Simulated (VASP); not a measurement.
Input of a VASP 6.6.1 run:

File POSCAR:

```
ScAl3N3
1.0
    4.4384981840     -0.0063591924     -0.0003985061
    0.1490003546      4.6655268964     -0.0058032028
    2.1685561268      2.2099247484      4.3970508752
Sc Al N
1 3 3
Direct
    0.1470337391      0.4102253519      0.5907830376
    0.3767374133      0.1392677801      0.1215554332
    0.6077553316      0.8945254394      0.6078174941
    0.8755748263      0.6771376156      0.0982307199
    0.7345298689      0.0304475404      0.8460350203
    0.9905688831      0.8087370345      0.3444030088
    0.2533989476      0.5252562180      0.8911762961
```

File INCAR.step1:

```
SYSTEM = ScAl3N3
PREC     = Accurate       ! precision mode
ENCUT    = 660            ! plane-wave cutoff, eV
ISMEAR   = 0              ! smearing method
SIGMA    = 0.1            ! smearing width, eV
LREAL    = .FALSE.        ! projectors in reciprocal space
LASPH    = .TRUE.         ! aspherical terms in the spheres
NELM     = 120            ! most SCF steps
NBANDS   = 26             ! bands
GGA      = PE             ! functional
ALGO     = Normal         ! electronic algorithm
EDIFF    = 1E-5           ! SCF threshold, eV
LWAVE    = .TRUE.         ! write WAVECAR
LCHARG   = .FALSE.        ! write CHGCAR
GGA_COMPAT= .FALSE.      
KPAR     = 4
```

Contents of INCAR.step2:

```
SYSTEM = ScAl3N3
PREC     = Accurate       ! precision mode
ENCUT    = 660            ! plane-wave cutoff, eV
EDIFF    = 1E-6           ! SCF threshold, eV
ISMEAR   = 0              ! smearing method
SIGMA    = 0.1            ! smearing width, eV
LREAL    = .FALSE.        ! projectors in reciprocal space
LASPH    = .TRUE.         ! aspherical terms in the spheres
NELM     = 120            ! most SCF steps
ALGO     = Normal         ! electronic algorithm
ISIF     = 2              ! what is computed and relaxed
LWAVE    = .FALSE.        ! write WAVECAR
LCHARG   = .FALSE.        ! write CHGCAR
METAGGA  = R2SCAN         ! meta-GGA
LMIXTAU  = .TRUE.       
NBANDS   = 26             ! bands
ISTART   = 1            
GGA_COMPAT= .FALSE.      
KPAR     = 4
```

File KPOINTS:

```
Automatic mesh
0
G
  8 8 8
  0 0 0
```

Potentials or basis: VASP PAW PBE potentials, release 64 (Sc_sv, Al, N).

Run with:

```sh
$ cat potpaw_PBE.64/Sc_sv/POTCAR potpaw_PBE.64/Al/POTCAR potpaw_PBE.64/N/POTCAR > POTCAR
$ cp INCAR.step1 INCAR
$ mpirun -np 4 vasp_std > vasp.out
$ cp INCAR.step2 INCAR
$ mpirun -np 4 vasp_std > vasp.out
```

Q: What does it give for the band gap on the k mesh?

A: Zero (an odd number of electrons rules out a gap without spin polarisation).

Q: Predict the largest force.

A: 0.220 eV/Å.

Q: What does it give for the pressure?

A: -2.6 GPa.

Stress tensor (GPa, compression positive):
```
-2.53  0.36  0.20
 0.36 -2.77 -0.43
 0.20 -0.43 -2.45
```

Caveat: the PAW data sets were made with another functional, which shifts forces and pressure a little.
